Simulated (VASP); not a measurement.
# Pb (P6_3/mmc) in VASP: a series of runs, part 2 of 2

VASP 6.6.1.

## (4) Electric field gradients, PBE (28.73 Å³/atom)

This run uses another cell than the first one, of 28.73 Å³/atom.

Input file INCAR:

```
SYSTEM = Pb
  PREC = Accurate
  ENCUT = 520
  EDIFF = 1E-8
  ISMEAR = -1
  SIGMA = 0.08
  LREAL = .FALSE.
  LASPH = .TRUE.
  NELM = 60
  ALGO = Normal
  ISIF = 2
  LWAVE = .FALSE.
  LCHARG = .FALSE.
  GGA = PE
  LEFG = .TRUE.
  NBANDS = 21
```

Input file KPOINTS:

```
regular mesh
0
G
  14 14 8
  0 0 0
```

Input file POSCAR:

```
Pb
1.0
    3.4566442775      0.0000000000      0.0000000000
   -1.7283221388      2.9935417561      0.0000000000
    0.0000000000      0.0000000000      5.5524820910
Pb
2
Direct
    0.3333333333      0.6666666667      0.2500000000
    0.6666666667      0.3333333333      0.7500000000
```

Potentials or basis: VASP PAW PBE potentials, release 64 (Pb_d).

Started as:

```console
$ cat potpaw_PBE.64/Pb_d/POTCAR > POTCAR
$ mpirun -np 1 vasp_std > vasp.out
```

OUTCAR:

```text
SYSTEM = Pb
   PREC = Accurate
   ENCUT = 520
   EDIFF = 1E-8
   ISMEAR = -1
   LREAL = .FALSE.
   LASPH = .TRUE.
   NELM = 60
   ISIF = 2
   GGA = PE

 ion  position               nearest neighbor table
   1  0.333  0.667  0.250-   2 3.42   2 3.42   2 3.42   2 3.42   2 3.42   2 3.42
   2  0.667  0.333  0.750-   1 3.42   1 3.42   1 3.42   1 3.42   1 3.42   1 3.42

  LATTYP: Found a hexagonal cell.
 ALAT       =     3.4566442775
 C/A-ratio  =     1.6063215203

  Lattice vectors:

 A1 = (   3.4566442775,   0.0000000000,   0.0000000000)
 A2 = (  -1.7283221388,   2.9935417561,   0.0000000000)
[... 791 lines left out ...]
  free  energy   TOTEN  =        -7.0106844214 eV

  energy  without entropy=       -6.9866774528  energy(sigma->0) =       -6.99868094

 Electric field gradients (V/A^2)
---------------------------------------------------------------------
 ion       V_xx      V_yy      V_zz      V_xy      V_xz      V_yz
---------------------------------------------------------------------
   1      26.820    26.820   -53.640    -0.001     0.000    -0.000
   2      26.820    26.820   -53.640    -0.001    -0.000     0.000
---------------------------------------------------------------------

 Electric field gradients after diagonalization (V/A^2)
 (convention: |V_zz| > |V_xx| > |V_yy|)
----------------------------------------------------------------------
 ion       V_xx      V_yy      V_zz     asymmetry (V_yy - V_xx)/ V_zz
----------------------------------------------------------------------
   1      26.820    26.819   -53.640       0.000
   2      26.820    26.819   -53.640       0.000
----------------------------------------------------------------------

           NMR quadrupolar parameters

 Cq : quadrupolar parameter    Cq=e*Q*V_zz/h
 eta: asymmetry parameters     (V_yy - V_xx)/ V_zz
 Q  : nuclear electric quadrupole moment in mb (millibarn)
----------------------------------------------------------------------
 ion       Cq(MHz)       eta       Q (mb)
----------------------------------------------------------------------
   1      -0.130       0.000       1.000
   2      -0.130       0.000       1.000
----------------------------------------------------------------------
```

OSZICAR:

```text
N       E                     dE             d eps       ncg     rms          rms(c)
DAV:   1     0.296633600401E+03    0.29663E+03   -0.14317E+04  5053   0.167E+03
DAV:   2     0.141896815743E+02   -0.28244E+03   -0.27586E+03  5085   0.411E+02
DAV:   3    -0.637613677512E+01   -0.20566E+02   -0.20327E+02  6099   0.137E+02
DAV:   4    -0.700811638351E+01   -0.63198E+00   -0.63165E+00  6093   0.270E+01
DAV:   5    -0.703907501351E+01   -0.30959E-01   -0.30958E-01  6939   0.547E+00    0.830E-01
DAV:   6    -0.701701078576E+01    0.22064E-01   -0.40361E-02  7147   0.274E+00    0.404E-01
DAV:   7    -0.701097523057E+01    0.60356E-02   -0.14828E-02  7056   0.167E+00    0.125E-01
DAV:   8    -0.701069074359E+01    0.28449E-03   -0.10444E-03  6903   0.427E-01    0.132E-02
DAV:   9    -0.701068527937E+01    0.54642E-05   -0.36943E-05  7019   0.921E-02    0.686E-03
DAV:  10    -0.701068430370E+01    0.97566E-06   -0.29059E-06  7006   0.169E-02    0.950E-04
DAV:  11    -0.701068445050E+01   -0.14679E-06   -0.34329E-07  7075   0.782E-03    0.481E-04
DAV:  12    -0.701068439781E+01    0.52688E-07   -0.30654E-08  5026   0.296E-03    0.773E-05
DAV:  13    -0.701068442260E+01   -0.24788E-07   -0.24424E-09  3535   0.798E-04    0.379E-05
DAV:  14    -0.701068442142E+01    0.11773E-08   -0.59026E-10  3370   0.314E-04
   1 F= -.70106844E+01 E0= -.69986809E+01  d E =-.240070E-01
```

Wall time 3.4 min (1 thread of Intel Xeon Platinum 8259CL at 2.50GHz (Skylake/Cascade Lake), shared host); peak memory 0.25 GiB.

Results:

```yaml
Free_energy: -7.0107 eV
Pressure: 5.2 GPa
Band_gap_on_the_k_mesh: zero (bands 14 and 15 overlap by 7.59 eV)
Largest_electric_field_gradient_by_atom: Pb -53.6 V/Å²
```

Stress tensor (GPa, compression positive):
```
4.51 0.00 0.00
0.00 4.51 0.00
0.00 0.00 6.62
```

Electric field gradients, principal values (V/Å²):
```csv
atom,least,middle,greatest (by size)
1 Pb,26.819,26.820,-53.640
2 Pb,26.819,26.820,-53.640
```

Caveat: the cell stands under pressure; without QUAD_EFG the Cq values of the log hold for a quadrupole moment of 1 mb, not for the nuclei; spin-orbit coupling is left out, which moves the levels of the heavy elements.

## (5) Electric field gradients, PBE

Input file INCAR:

```
PREC = Accurate ; ENCUT = 520
EDIFF = 1E-8 ; ISMEAR = -1
SIGMA = 0.08 ; LREAL = F
LASPH = T ; NELM = 80
ALGO = Normal ; ISIF = 2
LWAVE = F ; LCHARG = F
GGA = PE ; LEFG = T
NBANDS = 21
```

Input file KPOINTS:

```
regular mesh
0
Gamma
  14 14 8
```

Input file POSCAR:

```
Pb
1.0
    3.4800006906      0.0000000000      0.0000000000
   -1.7400003453      3.0137690032      0.0000000000
    0.0000000000      0.0000000000      5.5900000000
Pb
2
Direct
    0.3333333333      0.6666666667      0.2500000000
    0.6666666667      0.3333333333      0.7500000000
```

Potentials or basis: VASP PAW PBE potentials, release 64 (Pb_d).

Started as:

```console
$ cat potpaw_PBE.64/Pb_d/POTCAR > POTCAR
$ mpirun -np 1 vasp_std > vasp.out
```

OUTCAR:

```text
PREC = Accurate
   ENCUT = 520
   EDIFF = 1E-8
   ISMEAR = -1
   LREAL = F
   LASPH = T
   NELM = 80
   ISIF = 2
   GGA = PE

 ion  position               nearest neighbor table
   1  0.333  0.667  0.250-   2 3.44   2 3.44   2 3.44   2 3.44   2 3.44   2 3.44
   2  0.667  0.333  0.750-   1 3.44   1 3.44   1 3.44   1 3.44   1 3.44   1 3.44

  LATTYP: Found a hexagonal cell.
 ALAT       =     3.4800006906
 C/A-ratio  =     1.6063215203

  Lattice vectors:

 A1 = (   3.4800006906,   0.0000000000,   0.0000000000)
 A2 = (  -1.7400003453,   3.0137690032,   0.0000000000)
 A3 = (   0.0000000000,   0.0000000000,   5.5900000000)

Analysis of symmetry for initial positions (statically):
=====================================================================
 Subroutine PRICEL returns:
 Original cell was already a primitive cell.

 Routine SETGRP: Setting up the symmetry group for a
[... 767 lines left out ...]
  energy-cutoff  :      520.00
  volume of cell :       58.63
      direct lattice vectors                 reciprocal lattice vectors
     3.480000691  0.000000000  0.000000000     0.287356265  0.165905217  0.000000000
    -1.740000345  3.013769003  0.000000000     0.000000000  0.331810434  0.000000000
     0.000000000  0.000000000  5.590000000     0.000000000  0.000000000  0.178890877

 POSITION                                       TOTAL-FORCE (eV/Angst)
 -----------------------------------------------------------------------------------
     -0.00000      2.00918      1.39750         0.000000      0.000000      0.000000
      1.74000      1.00459      4.19250         0.000000     -0.000000      0.000000
 -----------------------------------------------------------------------------------
    total drift:                               -0.000000      0.000000      0.000000

  FREE ENERGIE OF THE ION-ELECTRON SYSTEM (eV)
  ---------------------------------------------------
  free  energy   TOTEN  =        -7.0449478390 eV

  energy  without entropy=       -7.0203621627  energy(sigma->0) =       -7.03265500

 Electric field gradients (V/A^2)
---------------------------------------------------------------------
 ion       V_xx      V_yy      V_zz      V_xy      V_xz      V_yz
---------------------------------------------------------------------
   1      25.278    25.278   -50.556    -0.000     0.000    -0.000
   2      25.278    25.278   -50.556    -0.000    -0.000     0.000
---------------------------------------------------------------------

 Electric field gradients after diagonalization (V/A^2)
 (convention: |V_zz| > |V_xx| > |V_yy|)
----------------------------------------------------------------------
 ion       V_xx      V_yy      V_zz     asymmetry (V_yy - V_xx)/ V_zz
----------------------------------------------------------------------
   1      25.278    25.278   -50.556       0.000
   2      25.278    25.278   -50.556       0.000
----------------------------------------------------------------------

           NMR quadrupolar parameters

 Cq : quadrupolar parameter    Cq=e*Q*V_zz/h
 eta: asymmetry parameters     (V_yy - V_xx)/ V_zz
 Q  : nuclear electric quadrupole moment in mb (millibarn)
----------------------------------------------------------------------
 ion       Cq(MHz)       eta       Q (mb)
----------------------------------------------------------------------
   1      -0.122       0.000       1.000
   2      -0.122       0.000       1.000
----------------------------------------------------------------------
```

stdout:

```text
POSCAR found type information on POSCAR Pb
 POSCAR found :  1 types and       2 ions
 scaLAPACK will be used
 LDA part: xc-table for (Slater+PW92), standard interpolation
 POSCAR, INCAR and KPOINTS ok, starting setup
 FFT: planning ... GRIDC
 FFT: planning ... GRID_SOFT
 FFT: planning ... GRID
 WAVECAR not read
 entering main loop
ion   1

ion   2
```

Run time: 3.5 min. Hardware: 1 thread of Intel Xeon Platinum 8259CL at 2.50GHz (Skylake/Cascade Lake), shared host; peak memory 0.25 GiB.

What came out:

```yaml
Free_energy: -7.0449 eV
Pressure: 4.0 GPa
Band_gap_on_the_k_mesh: zero (bands 14 and 15 overlap by 7.43 eV)
Largest_electric_field_gradient_by_atom: Pb -50.6 V/Å²
```

Stress tensor (GPa, compression positive):
```
3.36 0.00 0.00
0.00 3.36 0.00
0.00 0.00 5.27
```

Electric field gradients, principal values (V/Å²):
```csv
atom,least,middle,greatest (by size)
1 Pb,25.278,25.278,-50.556
2 Pb,25.278,25.278,-50.556
```

Caveat: the cell stands under pressure; without QUAD_EFG the Cq values of the log hold for a quadrupole moment of 1 mb, not for the nuclei; spin-orbit coupling is left out, which moves the levels of the heavy elements.

## (6) Summary

| level | cell | smearing | gap on the mesh (eV) | pressure (GPa) |
| --- | --- | --- | --- | --- |
| PBE | a = 3.506, b = 3.506, c = 5.506 Å, angles 90.0, 90.0, 120.0°, 2 atoms | fermi-dirac 0.08 eV | none | 4.1 |
| revPBE | a = 3.506, b = 3.506, c = 5.506 Å, angles 90.0, 90.0, 120.0°, 2 atoms | tetrahedron | none | 5.6 |
| PBE | a = 3.457, b = 3.457, c = 5.552 Å, angles 90.0, 90.0, 120.0°, 2 atoms | fermi-dirac 0.08 eV | none | 5.2 |
| PBE | a = 3.480, b = 3.480, c = 5.590 Å, angles 90.0, 90.0, 120.0°, 2 atoms | fermi-dirac 0.08 eV | none | 4.0 |

Alike in all rows: task electric field gradients; potentials or basis VASP PAW PBE potentials, release 64 (Pb_d); no spin polarisation; k mesh 14 × 14 × 8; cutoff (eV) 520.

Caveats: the cell stands under pressure; spin-orbit coupling is left out, which moves the levels of the heavy elements; the PAW data sets were made with another functional, which shifts forces and pressure a little (at least some runs).

Total energies depend on the potentials used, so only differences within one code and one set of settings carry meaning.
